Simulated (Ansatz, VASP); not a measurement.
**Sc: VASP beside Ansatz**

The input INCAR:

```
SYSTEM = Sc
PREC = Accurate ; ENCUT = 520
EDIFF = 1E-8 ; ISMEAR = -1
SIGMA = 0.03 ; LREAL = .FALSE.
LASPH = .TRUE. ; NELM = 100
ALGO = Normal ; ISIF = 2
LWAVE = .FALSE. ; LCHARG = .FALSE.
GGA = PS ; LEFG = .TRUE.
NBANDS = 12
```

KPOINTS

```
regular mesh
0
G
  12 12 12
  0 0 0
```

POSCAR

```
Sc
1.0
    0.0000000000      2.2241502598      2.2241502598
    2.2241502598      0.0000000000      2.2241502598
    2.2241502598      2.2241502598      0.0000000000
Sc
1
Direct
    0.0000000000      0.0000000000      0.0000000000
```

Input for Ansatz:

```yaml
crystal:
  lattice:
    - [0.0, 2.2241502598, 2.2241502598]
    - [2.2241502598, 0.0, 2.2241502598]
    - [2.2241502598, 2.2241502598, 0.0]
  atoms:
    - { symbol: Sc, position: [0.0, 0.0, 0.0] }
kpoints:
  mp_grid: { grid: [12, 12, 12] }
scf:
  occupations: { method: fermi_dirac, width: 0.03 }
hamiltonian:
  xc: pbesol
  pseudopotentials: { kind: all_electron, datasets: crystal }
output:
  forces: true
  stress: true
  eigenvalues: true
  efg: { contact_densities: true }
```

Change from the starting cell: volume scaled by 0.94, crystal datasets.

Alike in both runs: task electric field gradients; functional PBEsol; k mesh 12 × 12 × 12; occupations fermi-dirac, width 0.03 eV; no spin polarisation.

```csv
,VASP,Ansatz
version,VASP 6.6.1,Ansatz 0.2.0
potentials or method,"VASP PAW PBE potentials, release 64 (Sc_sv), cutoff 520 eV","all-electron PAW with datasets made for the crystal, scalar-relativistic"
```

```tsv
	VASP	Ansatz	Ansatz less VASP
pressure (GPa)	4.2	4.2	-0.02
```

VASP's potentials were made for PBE, not for PBEsol. Ansatz ran all-electron here, and VASP with PAW potentials.
